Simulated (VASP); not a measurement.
Al2O3, 10 atoms in the cell. The structure is orthorhombic, space group Pnnm (No. 58). The conventional cell has a = 5.089 Å, b = 10.480 Å, c = 2.905 Å, α = 90.00°, β = 90.00°, γ = 90.00°. Within 2.4 Å of Al (site symmetry m) lie 4 O at 1.81 to 1.96 Å. Within 2.4 Å of O (site symmetry m) lie 3 Al at 1.81 to 1.96 Å. O (site symmetry 2/m) has 2 Al at 1.82 Å within 2.4 Å.  This cell differs from its parent crystal: strain +0.080 along x and y, -0.040 along z.

* Program: VASP 6.6.1
* Task: single point
* Functional: PBE
* Potentials or basis: VASP PAW PBE potentials, release 64 (Al, O)
* Cutoff: 520 eV
* k mesh: 6 × 4 × 8
* Occupations: gaussian, width 0.05 eV
* Spin: no spin polarisation
* Dipole correction: no
* Further INCAR settings: ALGO = Normal; EDIFF = 1e-07; NBANDS = 35

Potentials or basis: VASP PAW PBE potentials, release 64 (Al, O).

Launch:

```sh
$ cat potpaw_PBE.64/Al/POTCAR potpaw_PBE.64/O/POTCAR > POTCAR
$ mpirun -np 1 vasp_std > vasp.out
```

Hardware: 1 thread of Intel Xeon 8259CL (shared host).

Problem. Estimate the wall time of this run.

Solution. Wall time 9.3 min on 1 thread of Intel Xeon 8259CL (shared host), peak memory 0.41 GiB. Counts: scf iterations 16, k points 60.
